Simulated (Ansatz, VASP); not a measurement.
This is a calculation of AgB2 for VASP 6.6.1.

Contents of INCAR:

```
SYSTEM = AgB2
ALGO = Normal
EDIFF = 1E-6
ENCUT = 520
GGA = PE
ISIF = 2
ISMEAR = -1
LASPH = .TRUE.
LCHARG = .TRUE.
LELF = .TRUE.
LREAL = .FALSE.
LVHAR = .TRUE.
LWAVE = .FALSE.
NBANDS = 16
NELM = 100
PREC = Accurate
SIGMA = 0.05
```

File KPOINTS:

```
k-points
0
G
  10 10 8
  0 0 0
```

POSCAR

```
AgB2
1.0
    3.0000000000      0.0000000000      0.0000000000
   -1.5000000000      2.5980762114      0.0000000000
    0.0000000000      0.0000000000      3.2400000000
Ag B
1 2
Direct
    0.0360410000      0.0305240000     -0.0081280000
    0.6563130000      0.3299070000      0.4948570000
    0.3154480000      0.6601750000      0.5095530000
```

Potentials or basis: VASP PAW PBE potentials, release 64 (Ag, B).

Launch:

```bash
$ cat potpaw_PBE.64/Ag/POTCAR potpaw_PBE.64/B/POTCAR > POTCAR
$ mpirun -np 1 vasp_std > vasp.out
```

Question: Set up the same calculation for Ansatz 0.2.0. Potentials there: Ansatz PAW.

Answer: As run (the cutoff follows the program's own potentials):

The input input.yaml:

```yaml
crystal:
  lattice:
    - [3.0, 0.0, 0.0]
    - [-1.5, 2.5980762114, 0.0]
    - [0.0, 0.0, 3.24]
  atoms:
    - { symbol: Ag, position: [0.036041, 0.030524, -0.008128] }
    - { symbol: B, position: [0.656313, 0.329907, 0.494857] }
    - { symbol: B, position: [0.315448, 0.660175, 0.509553] }
hamiltonian:
  xc: pbe
  pseudopotentials: { kind: paw }
kpoints:
  mp_grid: { grid: [10, 10, 8] }
scf:
  occupations: { method: fermi_dirac, width: 0.05 }
output:
  forces: true
  stress: true
  eigenvalues: true
```

Potentials or basis: Ansatz PAW.

Run with:

```sh
$ ansatz run input.yaml --threads 2 --pin off --max-ram 5120MiB --backend cpu --events-out ev --progress --plain --runs-dir out
```

Both were run:

|  | VASP | Ansatz | Ansatz less VASP |
| --- | --- | --- | --- |
| gap on the k mesh at the Fermi level (eV) | none | none | - |
| rms of the force components (eV/Å) | 0.350 | 0.350 | -0.0005 |

Atom by atom the forces differ by 0.001 eV/Å (rms over components). A gap of «none» marks a metal or a gap that the smearing closes. The functional is the same, so the differences come from potentials, cutoffs and numerics. VASP's potentials hold 17 valence electrons a cell and Ansatz's 25, so a difference there can come from the potentials and not from the codes.
